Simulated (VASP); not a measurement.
# Si47Ge (a cell with a defect) (Silicon) in VASP: a series of runs

Si47Ge (a cell with a defect) (Silicon) is run at these levels: PBE; tasks: single point.

Program: VASP 6.6.1. These are calculated values, not measurements. Logs are shortened: lines on timing, memory, paths and dates and some standing lists are left out, and cuts for length are marked.

### 1 The cell of the first run

The cell holds a defect, 48 atoms: a = 11.005 Å, b = 9.385 Å, c = 11.494 Å, α = 90.00°, β = 121.48°, γ = 115.24°.

### 2 Single point, PBE

Input file INCAR:

```
SYSTEM = Si47Ge
PREC = Accurate
ENCUT = 520
EDIFF = 1E-6
ISMEAR = -1
SIGMA = 0.01
LREAL = Auto
LASPH = .True.
NELM = 100
ALGO = Normal
ISIF = 2
LWAVE = .False.
LCHARG = .True.
GGA = PE
LELF = .True.
LVHAR = .True.
NBANDS = 131
```

Input file KPOINTS:

```
Automatic mesh
0
Gamma
  3 3 2
  0 0 0
```

Input file POSCAR:

```
Si47Ge
1.0
   -3.3180000000      3.3180000000      9.9540000000
    6.6360000000     -6.6360000000      0.0000000000
    6.6360000000      6.6360000000     -6.6360000000
Ge Si
1 47
Direct
    0.1337333333      0.0668666667      0.1003000000
    0.1337333333      0.0668666667      0.6003000000
    0.4670666667      0.7335333333      0.1003000000
    0.4670666667      0.7335333333      0.6003000000
    0.8004000000      0.4002000000      0.1003000000
    0.8004000000      0.4002000000      0.6003000000
    0.1666666667      0.8333333333      0.1497000000
    0.1666666667      0.8333333333      0.6497000000
    0.5000000000      0.5000000000      0.1497000000
    0.5000000000      0.5000000000      0.6497000000
    0.8333333333      0.1666666667      0.1497000000
    0.8333333333      0.1666666667      0.6497000000
    0.2664666667      0.2335333333      0.0000000000
    0.2664666667      0.2335333333      0.5000000000
    0.5998000000      0.9002000000      0.0000000000
    0.5998000000      0.9002000000      0.5000000000
    0.9331333333      0.5668666667      0.0000000000
    0.9331333333      0.5668666667      0.5000000000
    0.0998000000      0.1996000000      0.2500000000
    0.0998000000      0.1996000000      0.7500000000
    0.4331333333      0.8662666667      0.2500000000
    0.4331333333      0.8662666667      0.7500000000
    0.7664666667      0.5329333333      0.2500000000
    0.7664666667      0.5329333333      0.7500000000
    0.5329333333      0.2664666667      0.3997000000
    0.5329333333      0.2664666667      0.8997000000
    0.8662666667      0.9331333333      0.3997000000
    0.8662666667      0.9331333333      0.8997000000
    0.1996000000      0.5998000000      0.3997000000
    0.1996000000      0.5998000000      0.8997000000
    0.1666666667      0.8333333333      0.3503000000
    0.1666666667      0.8333333333      0.8503000000
    0.5000000000      0.5000000000      0.3503000000
    0.5000000000      0.5000000000      0.8503000000
    0.8333333333      0.1666666667      0.3503000000
    0.8333333333      0.1666666667      0.8503000000
    0.4002000000      0.0998000000      0.0000000000
    0.4002000000      0.0998000000      0.5000000000
    0.7335333333      0.7664666667      0.0000000000
    0.7335333333      0.7664666667      0.5000000000
    0.0668666667      0.4331333333      0.0000000000
    0.0668666667      0.4331333333      0.5000000000
    0.2335333333      0.4670666667      0.2500000000
    0.2335333333      0.4670666667      0.7500000000
    0.5668666667      0.1337333333      0.2500000000
    0.5668666667      0.1337333333      0.7500000000
    0.9002000000      0.8004000000      0.2500000000
    0.9002000000      0.8004000000      0.7500000000
```

Potentials or basis: VASP PAW PBE potentials, release 64 (Ge_d, Si).

Started as:

```bash
$ cat potpaw_PBE.64/Ge_d/POTCAR potpaw_PBE.64/Si/POTCAR > POTCAR
$ mpirun -np 1 vasp_std > vasp.out
```

OUTCAR:

```text
SYSTEM = Si47Ge
   PREC = Accurate
   ENCUT = 520
   EDIFF = 1E-6
   ISMEAR = -1
   LREAL = Auto
   LASPH = .True.
   NELM = 100
   ISIF = 2
   GGA = PE

 ion  position               nearest neighbor table
   1  0.134  0.067  0.100-  28 2.31  19 2.39  13 2.39   7 2.39
   2  0.134  0.067  0.600-  27 2.31  20 2.39  14 2.39   8 2.39
   3  0.467  0.734  0.100-  30 2.31   9 2.39  15 2.39  21 2.39
   4  0.467  0.734  0.600-  29 2.31  10 2.39  16 2.39  22 2.39
   5  0.800  0.400  0.100-  26 2.31  11 2.39  23 2.39  17 2.39
   6  0.800  0.400  0.600-  25 2.31  12 2.39  24 2.39  18 2.39
[... 40 lines left out ...]
  47  0.900  0.800  0.250-  23 2.31  27 2.39  39 2.39  31 2.39
  48  0.900  0.800  0.750-  24 2.31  28 2.39  40 2.39  32 2.39

  LATTYP: Found a body centered orthorhombic cell.
 ALAT       =     9.3847211999
 B/A-ratio  =     1.2247448714
 C/A-ratio  =     1.7320508076

  Lattice vectors:

 A1 = (   3.3180000000,   9.9540000000,   3.3180000000)
 A2 = (   3.3180000000,  -3.3180000000,   9.9540000000)
 A3 = (   3.3180000000,  -3.3180000000,  -9.9540000000)

Analysis of symmetry for initial positions (statically):
=====================================================================
 Subroutine PRICEL returns:
 Original cell was already a primitive cell.

 Routine SETGRP: Setting up the symmetry group for a
 body centered orthorhombic supercell.

 Subroutine GETGRP returns: Found  1 space group operations
 (whereof  1 operations were pure point group operations)
 out of a pool of  8 trial point group operations.

The static configuration has the point symmetry C_1 .

Analysis of symmetry for dynamics (positions and initial velocities):
=====================================================================
 Subroutine PRICEL returns:
 Original cell was already a primitive cell.

 Routine SETGRP: Setting up the symmetry group for a
 body centered orthorhombic supercell.

 Subroutine GETGRP returns: Found  1 space group operations
 (whereof  1 operations were pure point group operations)
 out of a pool of  8 trial point group operations.

The dynamic configuration has the point symmetry C_1 .

 Subroutine INISYM returns: Found  1 space group operations
 (whereof  1 operations are pure point group operations),
 and found     1 'primitive' translations

[... 197 lines left out ...]
   IBRION =     -1    ionic relax: 0-MD 1-quasi-New 2-CG
   NFREE  =      0    steps in history (QN), initial steepest desc. (CG)
   ISIF   =      2    stress and relaxation
   ISYM   =      2    0-nonsym 1-usesym 2-fastsym
   POTIM  = 0.5000    time-step for ionic-motion
   TEBEG  =    0.0;   TEEND  =   0.0 temperature during run
   PSTRESS=    0.0 pullay stress
   NELECT =     202.0000    total number of electrons
   NUPDOWN=      -1.0000    fix difference up-down
   EMIN   =  10.00;   EMAX   =-10.00  energy-range for DOS
   EFERMI =   0.00;   METHOD = LEGACY
   ISMEAR =    -1;   SIGMA  =   0.01  broadening in eV -4-tet -1-fermi 0-gaus
   EFERMI_NEDOS =   21; number of points for ismear=-14 and -15
   IALGO  =     38    algorithm
   IMIX   =      4    mixing-type and parameters
     AMIX     =   0.40;   BMIX     =  1.00
     AMIX_MAG =   1.60;   BMIX_MAG =  1.00
  volume/ion in A,a.u.               =      18.26       123.25
  Fermi-wavevector in a.u.,A,eV,Ry     =   1.003641  1.896607 13.705090  1.007296
  Thomas-Fermi vector in A             =   2.136206
   LORBIT       =      0    0 simple, 1 ext, 2 COOP (PROOUT), +10 PAW based schemes
   GGA     = PE    functional components
   LHFCALC =     F    Hartree Fock is set to
   AEXX    =    0.0000 exact exchange contribution
   IVDW    =     0    specifies the selected vdW correction
   LEPSILON=     F    determine dielectric tensor
   LRPA    =     F    only Hartree local field effects (RPA)
 non-spin polarized calculation
  energy-cutoff  :      520.00
  volume of cell :      876.68
 maximum number of plane-waves:     23651
 NGX is ok and might be reduce to    84
   NGX = 41   NGY = 35   NGZ = 43

 number of electron     201.9999996 magnetization

 Free energy of the ion-electron system (eV)
  ---------------------------------------------------
  ext. energy  EPLUGINS =         0.00000000
  ---------------------------------------------------
  free energy    TOTEN  =      -251.65511948 eV

  energy without entropy =     -251.65227948  energy(sigma->0) =     -251.65369948

 E-fermi :   7.1238     XC(G=0):  -9.9854

 val. band max:        7.1132868183   @ k =   0.3333   0.0000   0.0000
 cond. band min:       7.1332024330   @ k =   0.3333   0.0000   0.0000
 fundamental gap:      0.0199156147
 Fermi energy:         7.1238476907

 k-point     1 :       0.0000    0.0000    0.0000
  band No.  band energies     occupation
      1     -17.4559      2.00000
      2     -17.4432      2.00000
      3     -17.4429      2.00000
      4     -17.4165      2.00000
      5     -17.4164      2.00000
      6      -5.6330      2.00000
[... 1149 lines left out ...]
    112       8.3444      0.00000
    113       8.4469      0.00000
 [bands above 113 left out]

------------------------ aborting loop because EDIFF is reached ----------------------------------------

  FORCE on cell =-STRESS in cart. coord.  units (eV):
  Direction    XX          YY          ZZ          XY          YZ          ZX
  --------------------------------------------------------------------------------------
  -------------------------------------------------------------------------------------
  Total        9.4156563      9.8504785     10.3824135      0.0781904      0.1543887      0.1165984
  in kB       17.2076194     18.0022804     18.9744203      0.1428973      0.2821536      0.2130898
  external PRESSURE =      18.0614400 kB  Pullay stress =       0.0000000 kB

 VOLUME and BASIS-vectors are now :
 -----------------------------------------------------------------------------
  energy-cutoff  :      520.00
  volume of cell :      876.68
      direct lattice vectors                 reciprocal lattice vectors
    -3.318000000  3.318000000  9.954000000     0.050231063  0.050231063  0.100462126
     6.636000000 -6.636000000  0.000000000     0.100462126 -0.050231063  0.050231063
     6.636000000  6.636000000 -6.636000000     0.075346594  0.075346594  0.000000000

 POSITION                                       TOTAL-FORCE (eV/Angst)
 -----------------------------------------------------------------------------------
      0.66559      0.66559      0.66559         0.364179      0.365265      0.377804
      3.98359      3.98359     -2.65241         0.152570      0.156778      0.168909
      3.98359     -2.65241      3.98359         0.155704      0.155093      0.168306
      7.30159      0.66559      0.66559         0.155762      0.157310      0.172096
      0.66559      0.66559      7.30159         0.155391      0.154774      0.167053
      3.98359      3.98359      3.98359         0.152573      0.151635      0.167464
[... 40 lines left out ...]
      3.98359     -0.66559      7.30159         0.152327     -0.149014      0.168973
      7.30159      2.65241      3.98359         0.137505     -0.163270      0.163344
 -----------------------------------------------------------------------------------
    total drift:                                0.000122     -0.001793     -0.000488

  FREE ENERGIE OF THE ION-ELECTRON SYSTEM (eV)
  ---------------------------------------------------
  free  energy   TOTEN  =      -251.6551194763 eV

  energy  without entropy=     -251.6522794762  energy(sigma->0) =     -251.65369948
```

OSZICAR:

```text
N       E                     dE             d eps       ncg     rms          rms(c)
DAV:   1     0.812708565422E+03    0.81271E+03   -0.75244E+04  2620   0.145E+03
DAV:   2    -0.116610680285E+03   -0.92932E+03   -0.85388E+03  2876   0.237E+02
DAV:   3    -0.247277308000E+03   -0.13067E+03   -0.12311E+03  3114   0.104E+02
[... 11 lines left out ...]
DAV:  15    -0.251655134625E+03    0.10316E-04   -0.27464E-05  3240   0.155E-02    0.955E-02
DAV:  16    -0.251655130830E+03    0.37953E-05   -0.19198E-06  2032   0.443E-03    0.841E-02
DAV:  17    -0.251655126653E+03    0.41762E-05   -0.14843E-06  1648   0.334E-03    0.691E-02
DAV:  18    -0.251655120054E+03    0.65995E-05   -0.51547E-06  2888   0.766E-03    0.307E-02
DAV:  19    -0.251655119476E+03    0.57750E-06   -0.88805E-07  1720   0.270E-03
   1 F= -.25165512E+03 E0= -.25165370E+03  d E =-.284000E-02
```

stdout:

```text
POSCAR found type information on POSCAR GeSi
 POSCAR found :  2 types and      48 ions
 scaLAPACK will be used
 LDA part: xc-table for (Slater+PW92), standard interpolation
 -----------------------------------------------------------------------------
|                                                                             |
|           W    W    AA    RRRRR   N    N  II  N    N   GGGG   !!!           |
|           W    W   A  A   R    R  NN   N  II  NN   N  G    G  !!!           |
|           W    W  A    A  R    R  N N  N  II  N N  N  G       !!!           |
|           W WW W  AAAAAA  RRRRR   N  N N  II  N  N N  G  GGG   !            |
|           WW  WW  A    A  R   R   N   NN  II  N   NN  G    G                |
|           W    W  A    A  R    R  N    N  II  N    N   GGGG   !!!           |
|                                                                             |
|     Your reciprocal lattice and k-lattice belong to different lattice       |
|     classes:                                                                |
|                                                                             |
|        The reciprocal lattice is face-centered orthorhombic,                |
|        whereas your k-lattice is base-centered monoclinic.                  |
|                                                                             |
|     Results are often still useful ...                                      |
|                                                                             |
 -----------------------------------------------------------------------------

 POSCAR, INCAR and KPOINTS ok, starting setup
 FFT: planning ... GRIDC
 FFT: planning ... GRID_SOFT
 FFT: planning ... GRID
 WAVECAR not read
 entering main loop
```

Run time: 43 min. Hardware: 1 thread of AMD EPYC 9R45 (Zen 5), shared host; peak memory 1.4 GiB.

What came out:

```yaml
Free_energy: -251.6551 eV
Pressure: 1.8 GPa
Largest_force: 0.886 eV/Å
Band_gap_on_the_k_mesh: 0.02 eV
```

Forces on the atoms (eV/Å):
```
Ge   0.364  0.365  0.378
Si   0.153  0.157  0.169
Si   0.156  0.155  0.168
Si   0.156  0.157  0.172
Si   0.155  0.155  0.167
Si   0.153  0.152  0.167
Si  -0.394  0.250  0.164
Si  -0.148 -0.150  0.177
Si  -0.148 -0.150  0.176
Si  -0.146 -0.147  0.176
Si  -0.153 -0.144  0.176
Si  -0.146 -0.149  0.176
Si   0.134 -0.397  0.229
Si   0.147 -0.151 -0.172
Si   0.147 -0.153 -0.171
Si   0.148 -0.151 -0.170
Si   0.150 -0.156 -0.172
Si   0.150 -0.150 -0.172
Si   0.250  0.133 -0.416
Si  -0.148  0.149 -0.175
Si  -0.152  0.146 -0.171
Si  -0.147  0.148 -0.172
Si  -0.148  0.144 -0.168
Si  -0.149  0.145 -0.167
Si  -0.123 -0.124 -0.138
Si  -0.156 -0.155 -0.171
Si  -0.154 -0.157 -0.169
Si  -0.506 -0.509 -0.520
Si  -0.156 -0.157 -0.168
Si  -0.155 -0.155 -0.167
Si   0.140  0.157 -0.171
Si   0.147  0.152 -0.177
Si   0.152  0.152 -0.175
Si   0.152  0.147 -0.180
Si   0.148  0.147 -0.178
Si   0.141  0.137 -0.194
Si  -0.144  0.143  0.178
Si  -0.147  0.156  0.174
Si  -0.165  0.145  0.160
Si  -0.152  0.153  0.167
Si  -0.148  0.150  0.176
Si  -0.151  0.153  0.171
Si   0.155 -0.140  0.161
Si   0.147 -0.145  0.170
Si   0.154 -0.146  0.174
Si   0.147 -0.150  0.174
Si   0.152 -0.149  0.169
Si   0.138 -0.163  0.163
```

Stress tensor (GPa, compression positive):
```
1.72 0.01 0.02
0.01 1.80 0.03
0.02 0.03 1.90
```

Levels at points of the mesh, in eV from the valence-band top:
```
           k point  band 98  band 99  band 100  band 101  band 102  band 103  band 104  band 105
(0.00, 0.00, 0.00)    -0.92    -0.90     -0.83     -0.82      0.30      0.33      0.44      0.44
(0.00, 0.00, 0.50)    -0.70    -0.69     -0.49     -0.48      0.55      0.56      0.89      0.92
```

(Part 1 of 2 ends here.)
